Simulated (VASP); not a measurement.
Ge, 1 atom in the cell. Symmetry: Fm-3m, No. 225, cubic system. The conventional cell has a = 4.551 Å, b = 4.551 Å, c = 4.551 Å, α = 90.00°, β = 90.00°, γ = 90.00°. Within 4.2 Å of Ge (site symmetry m-3m) lie 12 Ge at 3.22 Å.  This cell differs from its parent crystal: volume scaled by 1.08.

- Program: VASP 6.6.1
- Task: single point
- Functional: BLYP
- Potentials or basis: VASP PAW PBE potentials, release 64 (Ge_d)
- Cutoff: 520 eV
- k mesh: 14 × 14 × 14
- Occupations: fermi-dirac, width 0.1 eV
- Spin: no spin polarisation
- Dipole correction: no
- Further INCAR settings: ALGO = Normal; EDIFF = 1e-06; NBANDS = 13

Potentials or basis: VASP PAW PBE potentials, release 64 (Ge_d).

The run is started by

```sh
$ cat potpaw_PBE.64/Ge_d/POTCAR > POTCAR
$ mpirun -np 1 vasp_std > vasp.out
```

Hardware: 1 thread of Intel(R) Xeon(R) Platinum 8259CL CPU @ 2.50GHz (Skylake/Cascade Lake), on a shared host.

Q: How long does it take, and how much memory?

A: Run time: 26 s on 1 thread of Intel(R) Xeon(R) Platinum 8259CL CPU @ 2.50GHz (Skylake/Cascade Lake), with other jobs on the host, peak memory 0.15 GiB. Counts: scf iterations 10, k points 104.
